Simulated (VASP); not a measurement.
A run of VASP 6.6.1:

File INCAR:

```
SYSTEM = Cu3O2
PREC     = Accurate       ! precision mode
ENCUT    = 600            ! plane-wave cutoff, eV
EDIFF    = 1E-6           ! SCF threshold, eV
ISMEAR   = -1             ! smearing method
SIGMA    = 0.05           ! smearing width, eV
LREAL    = .FALSE.        ! projectors in reciprocal space
LASPH    = .TRUE.         ! aspherical terms in the spheres
NELM     = 100            ! most SCF steps
ALGO     = Normal         ! electronic algorithm
ISIF     = 3              ! what is computed and relaxed
LWAVE    = .FALSE.        ! write WAVECAR
LCHARG   = .FALSE.        ! write CHGCAR
GGA      = PS             ! functional
IBRION   = 2              ! ionic algorithm
NSW      = 60             ! ionic steps
EDIFFG   = -0.01          ! ionic threshold
```

The input KPOINTS:

```
Automatic mesh
0
G
  9 9 9
  0 0 0
```

The input POSCAR:

```
Cu3O2
1.0
   -2.0229820000      2.0229820000      3.6736170000
    2.0229820000     -2.0229820000      3.6736170000
    2.0229820000      2.0229820000     -3.6736170000
Cu O
3 2
Direct
    0.0000000000      0.0000000000      0.0000000000
    0.7500000000      0.2500000000      0.5000000000
    0.2500000000      0.7500000000      0.5000000000
    0.5000000000      0.0000000000      0.5000000000
    0.0000000000      0.5000000000      0.5000000000
```

Potentials or basis: VASP PAW PBE potentials, release 64 (Cu, O).

Command:

```sh
$ cat potpaw_PBE.64/Cu/POTCAR potpaw_PBE.64/O/POTCAR > POTCAR
$ mpirun -np 1 vasp_std > vasp.out
```

Hardware: 1 thread of AMD EPYC 7R32 (Zen 2), with other jobs on the host.

Q: Estimate the wall time of this run.

A: Wall time 23 min on 1 thread of AMD EPYC 7R32 (Zen 2) (shared host), peak memory 0.29 GiB. Counts: scf iterations 67, k points 75, ion steps 6.
